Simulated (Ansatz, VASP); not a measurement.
**One calculation of Ti3Al, two programs**

```
Ti Al
1.0
     2.85552    0.00000    0.00000
    -1.42776    2.47295    0.00000
     0.00000    0.00000    9.71763
Ti Al
3 1
Direct
  0.66667 0.33333 0.00000
  0.33333 0.66667 0.73963
  0.33333 0.66667 0.26037
  0.66667 0.33333 0.50000
```

Alike in both runs: task single point; functional PBE; k mesh 15 × 15 × 6; occupations gaussian, width 0.15 eV; no spin polarisation.

|  | VASP | Ansatz |
| --- | --- | --- |
| version | VASP 6.6.1 | Ansatz 0.2.0 |
| potentials or method | VASP PAW PBE potentials, release 64 (Ti_sv, Al), cutoff 520 eV | scalar-relativistic, plane waves, PAW |
| valence electrons in the cell | 39 | 39 |

|  | VASP | Ansatz | Ansatz less VASP |
| --- | --- | --- | --- |
| gap on the k mesh at the Fermi level (eV) | none | none | - |
| pressure (GPa) | -0.5 | -0.3 | +0.13 |
| traceless stress, the component that is largest in VASP (GPa) | -5.16 | -5.21 | -0.058 |
| rms of the force components (eV/Å) | 0.170 | 0.168 | -0.0021 |

Atom by atom the forces differ by 0.002 eV/Å (rms over components). A gap of «none» marks a metal or a gap that the smearing closes. With one functional, cell and mesh, what is left measures potentials, basis and numerics.
